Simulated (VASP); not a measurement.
A run of VASP 6.6.1:

Contents of INCAR:

```
PREC = Accurate
ENCUT = 520
EDIFF = 1E-6
ISMEAR = 0
SIGMA = 0.15
LREAL = F
LASPH = T
NELM = 60
ALGO = Fast
ISIF = 2
LWAVE = F
LCHARG = T
GGA = PS
LELF = T
LVHAR = T
NBANDS = 19
```

File KPOINTS:

```
Automatic mesh
0
Gamma
  18 18 10
```

The input POSCAR:

```
Ti
1.0
    2.9499978604      0.0000000000      0.0000000000
   -1.4749989302      2.5547730882      0.0000000000
    0.0000000000      0.0000000000      4.8265800000
Ti
2
Direct
    0.3333333333      0.6666666667      0.2500000000
    0.6666666667      0.3333333333      0.7500000000
```

Potentials or basis: VASP PAW PBE potentials, release 64 (Ti_sv).

Run with:

```sh
$ cat potpaw_PBE.64/Ti_sv/POTCAR > POTCAR
$ mpirun -np 1 vasp_std > vasp.out
```

Hardware: 1 thread of Intel(R) Xeon(R) Platinum 8559C (Emerald Rapids) (shared host).

Question: Estimate the wall time of this run.

Answer: Wall time 2.7 min on 1 thread of Intel(R) Xeon(R) Platinum 8559C (Emerald Rapids), on a shared host, peak memory 0.24 GiB. Counts: scf iterations 34, k points 222.
